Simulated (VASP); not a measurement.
A run of VASP 6.6.1:

Contents of INCAR:

```
SYSTEM = RbLuS2
PREC = Accurate
ENCUT = 520
EDIFF = 1E-6
ISMEAR = 0
SIGMA = 0.02
LREAL = .FALSE.
LASPH = .TRUE.
NELM = 100
ALGO = Normal
ISIF = 2
LWAVE = .FALSE.
LCHARG = .TRUE.
GGA = CA
LELF = .TRUE.
LVHAR = .TRUE.
NBANDS = 31
```

The input KPOINTS:

```
Automatic mesh
0
G
  9 9 9
  0 0 0
```

POSCAR

```
RbLuS2
1.0
    1.9416184412      1.1209939297      7.4408882469
   -1.9416184412      1.1209939297      7.4408882469
    0.0000000000     -2.2419878593      7.4408882469
Rb Lu S
1 1 2
Direct
    0.0000000000      0.0000000000      0.0000000000
    0.5000000000      0.5000000000      0.5000000000
    0.2307495882      0.2307495882      0.2307495882
    0.7692504118      0.7692504118      0.7692504118
```

Potentials or basis: VASP PAW PBE potentials, release 64 (Rb_sv, Lu, S).

The run is started by

```bash
$ cat potpaw_PBE.64/Rb_sv/POTCAR potpaw_PBE.64/Lu/POTCAR potpaw_PBE.64/S/POTCAR > POTCAR
$ mpirun -np 1 vasp_std > vasp.out
```

Hardware: 1 thread of Intel(R) Xeon(R) 6975P-C (Granite Rapids), on a shared host.

Q: How long does it take, and how much memory?

A: Run time: 8.1 min on 1 thread of Intel(R) Xeon(R) 6975P-C (Granite Rapids), with other jobs on the host, peak memory 0.55 GiB. Counts: scf iterations 14, k points 85.
